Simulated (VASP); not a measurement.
Si:

```xyz
2
Lattice="0.0000 2.7543 2.7543 2.7543 0.0000 2.7543 2.7543 2.7543 0.0000" Properties=species:S:1:pos:R:3 pbc="T T T"
Si    0.0000    0.0000    0.0000
Si    1.3772    1.3772    1.3772
```

| Property | Result |
| --- | --- |
| Program | VASP 6.6.1 |
| Task | relaxation of cell and atoms |
| Functional | PBE |
| Potentials or basis | VASP PAW PBE potentials, release 64 (Si) |
| Cutoff | 600 eV |
| k mesh | 6 × 6 × 6 |
| Occupations | fermi-dirac, width 0.1 eV |
| Spin | no spin polarisation |

At the start: pressure -1.8 GPa; volume 20.90 Å³/atom.

**Question.** Where does the relaxation end?

**Answer.** Over 3 steps the energy falls by 2.5 meV/atom and the volume is 20.46 Å³/atom (-2.1 %); space group Fd-3m (No. 227, to 0.05 Å).

The path:
| step | energy change (eV) | largest force (eV/Å) | pressure (GPa) | volume (Å³) |
| --- | --- | --- | --- | --- |
| 1 | 0.0000 | 0.0000 | -1.81 | 41.79 |
| 2 | -0.0031 | 0.0000 | 1.19 | 40.38 |
| 3 | -0.0051 | 0.0000 | 0.01 | 40.91 |

Final structure:
```cif
data_structure
_symmetry_space_group_name_H-M 'P 1'
_symmetry_Int_Tables_number 1
_cell_length_a 3.8677
_cell_length_b 3.8677
_cell_length_c 3.8677
_cell_angle_alpha 60.000
_cell_angle_beta 60.000
_cell_angle_gamma 60.000
_cell_volume 40.91
loop_
_atom_site_label
_atom_site_type_symbol
_atom_site_fract_x
_atom_site_fract_y
_atom_site_fract_z
_atom_site_occupancy
Si1 Si 0.00000 0.00000 0.00000 1
Si2 Si 0.25000 0.25000 0.25000 1
```
